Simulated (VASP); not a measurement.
# LiMg (Cmmm) in VASP: single point with LDA

Aim: the single point of LiMg with LDA.

Program: VASP 6.6.1. These are calculated values, not measurements. Logs are shortened: lines on timing, memory, paths and dates and some standing lists are left out, and cuts for length are marked.

## 1. The cell of the first run

Symmetry: Cmmm, No. 65, orthorhombic system. Conventional cell: a = 3.449 Å, b = 4.924 Å, c = 4.888 Å, α = 90.00°, β = 90.00°, γ = 90.00°. Li (site symmetry mmm) has 8 Mg at 2.99 to 3.47 Å and 6 Li at 3.01 to 3.45 Å within 3.9 Å. Within 3.9 Å of Mg (site symmetry mmm) lie 8 Li at 2.99 to 3.47 Å and 6 Mg at 3.01 to 3.45 Å.

## 2. Single point, LDA

INCAR

```
ALGO = Normal
EDIFF = 1E-6
ENCUT = 750
GGA_COMPAT = False
ISIF = 2
ISMEAR = 0
LASPH = True
LCHARG = True
LELF = True
LREAL = False
LVHAR = True
LWAVE = False
NBANDS = 10
NELM = 120
PREC = Accurate
SIGMA = 0.1
```

KPOINTS

```
k-points
0
Gamma
  6 6 4
```

POSCAR

```
LiMg
1.0
    1.7246181000     -2.4619485100      0.0000000000
    1.7246181000      2.4619485100      0.0000000000
    0.0000000000      0.0000000000      4.8884131000
Li Mg
1 1
Direct
    0.0000000000      0.0000000000      0.0000000000
    0.5000000000      0.5000000000      0.5000000000
```

Potentials or basis: VASP PAW LDA potentials, release 64 (Li_sv, Mg).

The run is started by

```
$ cat potpaw_LDA.64/Li_sv/POTCAR potpaw_LDA.64/Mg/POTCAR > POTCAR
$ mpirun -np 1 vasp_std > vasp.out
```

OUTCAR:

```text
EDIFF = 1E-6
   ENCUT = 750
   ISIF = 2
   ISMEAR = 0
   LASPH = True
   LREAL = False
   NELM = 120
   PREC = Accurate

 ion  position               nearest neighbor table
   1  0.000  0.000  0.000-   2 2.99   2 2.99   2 2.99   2 2.99
   2  0.500  0.500  0.500-   1 2.99   1 2.99   1 2.99   1 2.99

  LATTYP: Found a base centered orthorhombic cell.
 ALAT       =     3.4492362000
 B/A-ratio  =     1.4275325708
 C/A-ratio  =     1.4172450991

  Lattice vectors:

 A1 = (   1.7246181000,  -2.4619485100,   0.0000000000)
 A2 = (   1.7246181000,   2.4619485100,   0.0000000000)
 A3 = (   0.0000000000,   0.0000000000,   4.8884131000)

Analysis of symmetry for initial positions (statically):
=====================================================================
 Subroutine PRICEL returns:
 Original cell was already a primitive cell.

 Routine SETGRP: Setting up the symmetry group for a
 base centered orthorhombic supercell.

 Subroutine GETGRP returns: Found  8 space group operations
 (whereof  8 operations were pure point group operations)
 out of a pool of  8 trial point group operations.

The static configuration has the point symmetry D_2h.

Analysis of symmetry for dynamics (positions and initial velocities):
=====================================================================
 Subroutine PRICEL returns:
 Original cell was already a primitive cell.

 Routine SETGRP: Setting up the symmetry group for a
 base centered orthorhombic supercell.

 Subroutine GETGRP returns: Found  8 space group operations
 (whereof  8 operations were pure point group operations)
 out of a pool of  8 trial point group operations.

The dynamic configuration has the point symmetry D_2h.

 Subroutine INISYM returns: Found  8 space group operations
 (whereof  8 operations are pure point group operations),
 and found     1 'primitive' translations

----------------------------------------------------------------------------------------

                                     Primitive cell

  volume of cell :      41.5116

  direct lattice vectors                    reciprocal lattice vectors
     1.724618100 -2.461948510  0.000000000     0.289919258 -0.203091169  0.000000000
     1.724618100  2.461948510  0.000000000     0.289919258  0.203091169  0.000000000
     0.000000000  0.000000000  4.888413100     0.000000000  0.000000000  0.204565363

  length of vectors
     3.005910520  3.005910520  4.888413100     0.353976269  0.353976269  0.204565363

  position of ions in fractional coordinates (direct lattice)
     0.000000000  0.000000000  0.000000000
     0.500000000  0.500000000  0.500000000

  ion indices of the primitive-cell ions
   primitive index   ion index
                 1           1
                 2           2

----------------------------------------------------------------------------------------

 KPOINTS: k-points

Automatic generation of k-mesh.
 Grid dimensions read from file:
 generate k-points for:    6    6    4

 Generating k-lattice:

  Cartesian coordinates                     Fractional coordinates (reciprocal lattice)
     0.048319876 -0.033848528  0.000000000     0.166666667  0.000000000  0.000000000
     0.048319876  0.033848528  0.000000000     0.000000000  0.166666667  0.000000000
     0.000000000  0.000000000  0.051141341     0.000000000  0.000000000  0.250000000

  Length of vectors
     0.058996045  0.058996045  0.051141341

  Shift w.r.t. Gamma in fractional coordinates (k-lattice)
     0.000000000  0.000000000  0.000000000

 Subroutine IBZKPT returns following result:
 ===========================================

 Found     39 irreducible k-points:

 Following reciprocal coordinates:
            Coordinates               Weight
  0.000000  0.000000  0.000000      1.000000
  0.166667  0.000000  0.000000      4.000000
  0.333333 -0.000000  0.000000      4.000000
  0.500000  0.000000  0.000000      2.000000
  0.166667  0.166667  0.000000      2.000000
  0.333333  0.166667  0.000000      4.000000
[... 16 lines left out ...]
  0.333333  0.333333  0.250000      4.000000
  0.500000  0.333333  0.250000      8.000000
 [... further k-points ...]
   k-points           NKPTS =     39   k-points in BZ     NKDIM =     39   number of bands    NBANDS=     10
   number of dos      NEDOS =    301   number of ions     NIONS =      2
   total plane-waves  NPLWV =  37632
   dimension x,y,z NGX =    28 NGY =   28 NGZ =   48
   dimension x,y,z NGXF=    56 NGYF=   56 NGZF=   96
   ions per type =               1   1
   NGX,Y,Z   is equivalent  to a cutoff of  15.49, 15.49, 16.32 a.u.
   NGXF,Y,Z  is equivalent  to a cutoff of  30.97, 30.97, 32.65 a.u.
 SYSTEM =  unknown system
   PREC   = accura    normal or accurate (medium, high low for compatibility)
   ISTART =      0    job   : 0-new  1-cont  2-samecut
   ICHARG =      2    charge: 1-file 2-atom 10-const
   ISPIN  =      1    spin polarized calculation?
   LNONCOLLINEAR =      F non collinear calculations
   LSORBIT =      F    spin-orbit coupling
   LASPH  =      T    aspherical Exc in radial PAW
   ENCUT  =  750.0 eV  55.12 Ry    7.42 a.u.   6.71  6.71 10.92*2*pi/ulx,y,z
   NELM   =    120;   NELMIN=  2; NELMDL= -5     # of ELM steps
   EDIFF  = 0.1E-05   stopping-criterion for ELM
   LREAL  =      F    real-space projection
   EDIFFG = 0.1E-04   stopping-criterion for IOM
   NSW    =      0    number of steps for IOM
   IBRION =     -1    ionic relax: 0-MD 1-quasi-New 2-CG
   NFREE  =      0    steps in history (QN), initial steepest desc. (CG)
   ISIF   =      2    stress and relaxation
   ISYM   =      2    0-nonsym 1-usesym 2-fastsym
   POTIM  = 0.5000    time-step for ionic-motion
   TEBEG  =    0.0;   TEEND  =   0.0 temperature during run
   PSTRESS=    0.0 pullay stress
   NELECT =       5.0000    total number of electrons
   NUPDOWN=      -1.0000    fix difference up-down
   EMIN   =  10.00;   EMAX   =-10.00  energy-range for DOS
   EFERMI =   0.00;   METHOD = LEGACY
   ISMEAR =     0;   SIGMA  =   0.10  broadening in eV -4-tet -1-fermi 0-gaus
   EFERMI_NEDOS =   21; number of points for ismear=-14 and -15
   IALGO  =     38    algorithm
   IMIX   =      4    mixing-type and parameters
     AMIX     =   0.40;   BMIX     =  1.00
     AMIX_MAG =   1.60;   BMIX_MAG =  1.00
  volume/ion in A,a.u.               =      20.76       140.07
  Fermi-wavevector in a.u.,A,eV,Ry     =   0.808490  1.527825  8.893541  0.653657
  Thomas-Fermi vector in A             =   1.917306
   LORBIT       =      0    0 simple, 1 ext, 2 COOP (PROOUT), +10 PAW based schemes
   GGA     = CA    functional components
   LHFCALC =     F    Hartree Fock is set to
   AEXX    =    0.0000 exact exchange contribution
   IVDW    =     0    specifies the selected vdW correction
   LEPSILON=     F    determine dielectric tensor
   LRPA    =     F    only Hartree local field effects (RPA)
 non-spin polarized calculation
 Gauss-broadening in eV      SIGMA  =   0.10
  energy-cutoff  :      750.00
  volume of cell :       41.51
 maximum number of plane-waves:      1954
   NGX = 13   NGY = 13   NGZ = 21

 number of electron       5.0000000 magnetization

 Free energy of the ion-electron system (eV)
  ---------------------------------------------------
  ext. energy  EPLUGINS =         0.00000000
  ---------------------------------------------------
  free energy    TOTEN  =        -3.96007028 eV

  energy without entropy =       -3.95430785  energy(sigma->0) =       -3.95718907

 E-fermi :   1.6277     XC(G=0):  -8.0970

 val. band max:        1.5566876562   @ k =   0.1667   0.0000   0.0000
 cond. band min:       1.6325767584   @ k =   0.5000   0.1667   0.0000
 fundamental gap:      0.0758891022
 Fermi energy:         1.6277135234

 k-point     1 :       0.0000    0.0000    0.0000
  band No.  band energies     occupation
      1     -43.7895      2.00000
      2      -4.0675      2.00000
      3       1.0657      2.00000
      4       3.1702      0.00000
      5      11.7282      0.00000
      6      12.2039      0.00000
      7      13.0106      0.00000
      8      15.7147      0.00000
      9      16.7195      0.00000
     10      16.7228      0.00000

 k-point     2 :       0.1667    0.0000    0.0000
  band No.  band energies     occupation
      1     -43.7870      2.00000
      2      -3.5782      2.00000
      3       1.5567      1.68484
      4       3.4304      0.00000
      5       8.0843      0.00000
      6      11.5232      0.00000
      7      13.2724      0.00000
      8      13.5178      0.00000
      9      14.6627      0.00000
     10      15.7951      0.00000

 k-point     3 :       0.3333   -0.0000    0.0000
  band No.  band energies     occupation
      1     -43.7821      2.00000
      2      -2.1339      2.00000
      3       3.0255      0.00000
      4       3.0358      0.00000
      5       5.4709      0.00000
      6       8.9833      0.00000
      7      10.2202      0.00000
      8      11.1355      0.00000
      9      12.9120      0.00000
     10      16.4138      0.00000

 k-point     4 :       0.5000    0.0000    0.0000
  band No.  band energies     occupation
      1     -43.7796      2.00000
      2      -0.0487      2.00000
      3       0.4801      2.00000
      4       5.1324      0.00000
      5       5.9039      0.00000
      6       6.1120      0.00000
      7       8.3834      0.00000
      8      11.0356      0.00000
      9      12.2118      0.00000
     10      16.2760      0.00000

 k-point     5 :       0.1667    0.1667    0.0000
  band No.  band energies     occupation
      1     -43.7841      2.00000
      2      -2.7624      2.00000
      3       2.3836      0.00000
      4       3.7883      0.00000
      5       6.1921      0.00000
      6       8.3910      0.00000
      7      11.5545      0.00000
      8      11.5949      0.00000
      9      13.0027      0.00000
     10      14.1579      0.00000

 k-point     6 :       0.3333    0.1667    0.0000
  band No.  band energies     occupation
      1     -43.7796      2.00000
      2      -1.0099      2.00000
      3       2.5369      0.00000
      4       4.1826      0.00000
      5       5.2510      0.00000
      6       7.7779      0.00000
      7       8.1002      0.00000
      8       9.2270      0.00000
      9      12.1483      0.00000
     10      13.5638      0.00000
[... 183 lines left out ...]
 k-point    21 :      -0.3333    0.1667    0.2500
  band No.  band energies     occupation
      1     -43.7809      2.00000
      2      -2.0472      2.00000
      3       1.2202      2.00000
      4       5.5335      0.00000
      5       7.0134      0.00000
      6       8.6394      0.00000
      7       9.6162      0.00000
      8      12.5026      0.00000
      9      13.5554      0.00000
     10      14.0057      0.00000

 k-point    22 :      -0.1667    0.1667    0.2500
  band No.  band energies     occupation
      1     -43.7854      2.00000
      2      -3.1869      2.00000
      3       0.2511      2.00000
      4       5.8170      0.00000
      5       9.3746      0.00000
      6      11.2070      0.00000
      7      12.0814      0.00000
      8      12.0997      0.00000
      9      14.0916      0.00000
     10      14.7032      0.00000

 k-point    23 :       0.3333    0.3333    0.2500
  band No.  band energies     occupation
      1     -43.7759      2.00000
      2       1.3215      1.99999
      3       2.6247      0.00000
      4       3.2414      0.00000
      5       5.2616      0.00000
      6       5.7034      0.00000
      7       7.0253      0.00000
      8      10.5766      0.00000
      9      11.6889      0.00000
     10      13.1450      0.00000

 k-point    24 :       0.5000    0.3333    0.2500
  band No.  band energies     occupation
      1     -43.7747      2.00000
      2       0.4484      2.00000
      3       3.2579      0.00000
      4       4.4163      0.00000
      5       4.6230      0.00000
      6       7.1066      0.00000
      7       7.6698      0.00000
      8      10.0656      0.00000
      9      12.1564      0.00000
     10      12.8718      0.00000

 [... further k-points ...]

------------------------ aborting loop because EDIFF is reached ----------------------------------------

  FORCE on cell =-STRESS in cart. coord.  units (eV):
  Direction    XX          YY          ZZ          XY          YZ          ZX
  --------------------------------------------------------------------------------------
  -------------------------------------------------------------------------------------
  Total       -0.3963702     -0.4225728     -0.2032966     -0.0000000      0.0000000      0.0000000
  in kB      -15.2982510    -16.3095642     -7.8464091     -0.0000000      0.0000000      0.0000000
  external PRESSURE =     -13.1514081 kB  Pullay stress =       0.0000000 kB

 VOLUME and BASIS-vectors are now :
 -----------------------------------------------------------------------------
  energy-cutoff  :      750.00
  volume of cell :       41.51
      direct lattice vectors                 reciprocal lattice vectors
     1.724618100 -2.461948510  0.000000000     0.289919258 -0.203091169  0.000000000
     1.724618100  2.461948510  0.000000000     0.289919258  0.203091169  0.000000000
     0.000000000  0.000000000  4.888413100     0.000000000  0.000000000  0.204565363

 POSITION                                       TOTAL-FORCE (eV/Angst)
 -----------------------------------------------------------------------------------
      0.00000      0.00000      0.00000         0.000000      0.000000      0.000000
      1.72462      0.00000      2.44421         0.000000      0.000000      0.000000
 -----------------------------------------------------------------------------------
    total drift:                               -0.000000     -0.000000     -0.000000

  FREE ENERGIE OF THE ION-ELECTRON SYSTEM (eV)
  ---------------------------------------------------
  free  energy   TOTEN  =        -3.9600702816 eV

  energy  without entropy=       -3.9543078505  energy(sigma->0) =       -3.95718907
```

Run time: 34 s. Hardware: 1 thread of Intel Xeon 8259CL, shared host; peak memory 0.17 GiB.

What came out:

| Property | Result |
| --- | --- |
| Free energy | -3.9601 eV |
| Pressure | -1.3 GPa |

Caveat: the k points lie up to 0.37 Å⁻¹ apart.
